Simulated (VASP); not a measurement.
Runs of VASP 6.6.1 on P. The structure is that of space group Pmna (No. 53), or close to it. The cells are those of the table. 

```csv
cell,gap on the mesh (eV),largest force (eV/Å)
"a = 3.467, b = 36.797, c = 4.156 Å, 4 atoms",0.11,1.60
"a = 3.009, b = 31.938, c = 5.517 Å, 4 atoms",none,1.98
"a = 3.376, b = 35.839, c = 4.382 Å, 4 atoms",(a),1.02
"a = 3.090, b = 32.802, c = 5.231 Å, 4 atoms",0.65,1.65
"a = 3.537, b = 37.549, c = 3.992 Å, 4 atoms",none,1.85
```

Alike in all rows: task single point; level PBEsol; potentials or basis VASP PAW PBE potentials, release 64 (P); no spin polarisation; k mesh 10 × 1 × 8; cutoff (eV) 520; smearing gaussian 0.05 eV.

Fill in the values left out.

(a) 0.48.

Caveats: there is no dipole correction, which matters where the two faces differ; the PAW data sets were made with another functional, which shifts forces and pressure a little; semilocal functionals underestimate gaps, and a narrow one can read as zero (at least some runs).

A k mesh can miss the band edges.

A gap of «none» marks levels without a gap at the run's occupations.
